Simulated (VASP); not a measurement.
Wanted: the native input for a VASP 6.6.1 run.

- Task: single point
- Functional: PBEsol
- Potentials or basis: VASP PAW PBE potentials, release 64 (La, Zn, Ga_d, O)
- Cutoff: 520 eV
- k mesh: 1 × 1 × 1, shifted
- Occupations: fermi-dirac, width 0.05 eV
- Spin: collinear spin
- Dipole correction: no
- Further INCAR settings: LREAL = Auto; ALGO = Normal; EDIFF = 1e-06; NBANDS = 197; ISYM = 0

The structure of La4ZnGa3O12 (a cell with a defect) lies in POSCAR:

```
La4ZnGa3O12
1.0
    7.7293080000      0.0000000000      0.0000000000
    0.0000000000      7.7293080000      0.0000000000
    0.0000000000      0.0000000000      7.7293080000
La Zn Ga O
8 2 6 24
Direct
    0.0188810000      0.9910540000      0.0013470000
    0.9825360000      0.0118670000      0.5014150000
    0.0124500000      0.4815230000      0.0016120000
    0.9907250000      0.5174480000      0.4990390000
    0.5100770000      0.9827400000      0.0021890000
    0.4883800000      0.0186770000      0.4996080000
    0.5182950000      0.4883170000      0.9998090000
    0.4819330000      0.5091530000      0.4998690000
    0.2504130000      0.2500910000      0.2506130000
    0.2504150000      0.2500950000      0.7506070000
    0.2504030000      0.7501070000      0.2506150000
    0.2504080000      0.7500960000      0.7506160000
    0.7504160000      0.2500940000      0.2506180000
    0.7504100000      0.2500960000      0.7506170000
    0.7504030000      0.7500950000      0.2506140000
    0.7504030000      0.7500870000      0.7506120000
    0.2793330000      0.2826330000      0.9995890000
    0.2214970000      0.2175680000      0.5016320000
    0.2097850000      0.7216670000      0.0004710000
    0.2910240000      0.7785270000      0.5007560000
    0.7106450000      0.2180500000      0.9999280000
    0.7901960000      0.2821300000      0.5013050000
    0.7815190000      0.7935130000      0.0015650000
    0.7192830000      0.7066860000      0.4996670000
    0.9946240000      0.2148640000      0.2157760000
    0.9947740000      0.2156100000      0.7878010000
    0.0000160000      0.7833810000      0.2894440000
    0.9993540000      0.7803990000      0.7112240000
    0.5062040000      0.2853270000      0.2854550000
    0.5060520000      0.2845680000      0.7134330000
    0.5007970000      0.7168110000      0.2117820000
    0.5014580000      0.7197950000      0.7900060000
    0.2837360000      0.9956140000      0.2168730000
    0.2827380000      0.9951780000      0.7851660000
    0.2170840000      0.5045780000      0.2843580000
    0.2180640000      0.5050220000      0.7160640000
    0.7175440000      0.9991620000      0.2909560000
    0.7170650000      0.9987190000      0.7107550000
    0.7832670000      0.5010320000      0.2102810000
    0.7837640000      0.5014710000      0.7904830000
```

One way to write it, as run:

INCAR

```
  PREC = Accurate
  ENCUT = 520
  EDIFF = 1E-6
  ISMEAR = -1
  SIGMA = 0.05
  LREAL = Auto
  LASPH = True
  NELM = 150
  ALGO = Normal
  ISIF = 2
  LWAVE = False
  LCHARG = True
  ISPIN = 2
  MAGMOM = 0 0 0 0 0 0 0 0 0.167 0.167 0 0 0 0 0 0 0.167 0.167 0 0 0 0 0 0 0.167 0.167 0 0 0.167 0.167 0 0 0.167 0.167 0.167 0.167 0 0 0 0
  LORBIT = 11
  LMAXMIX = 6
  GGA = PS
  LELF = True
  LVHAR = True
  ISYM = 0
  NBANDS = 197
```

KPOINTS

```
Automatic mesh
0
Gamma
  1 1 1
  0.25 0.25 0.25
```

Potentials or basis: VASP PAW PBE potentials, release 64 (La, Zn, Ga_d, O).

The run is started by

```bash
$ cat potpaw_PBE.64/La/POTCAR potpaw_PBE.64/Zn/POTCAR potpaw_PBE.64/Ga_d/POTCAR potpaw_PBE.64/O/POTCAR > POTCAR
$ mpirun -np 1 vasp_std > vasp.out
```

It gave:

| Item | Value |
| --- | --- |
| Pressure | 4.4 GPa |
| Largest force | 0.166 eV/Å |
| Band gap on the k mesh | 0.15 eV |
| Net moment | 0.02 μB per cell |
| Valence electrons inside the program's atomic spheres | La 8.57, 8.55, 8.56 (each value once); Zn 10.93; Ga 11.79, 11.76, 11.75 (each value once); O 4.97, 5.03, 5.02, 5.04, 5.01 (each value once) |

Caveat: semilocal functionals underestimate gaps, and a narrow one can read as zero; the PAW data sets were made with another functional, which shifts forces and pressure a little; spin-orbit coupling is left out, which moves the levels of the heavy elements.

Run time: 46 min on 1 thread of Intel(R) Xeon(R) Platinum 8375C CPU @ 2.90GHz (Ice Lake), on a shared host, peak memory 0.98 GiB.
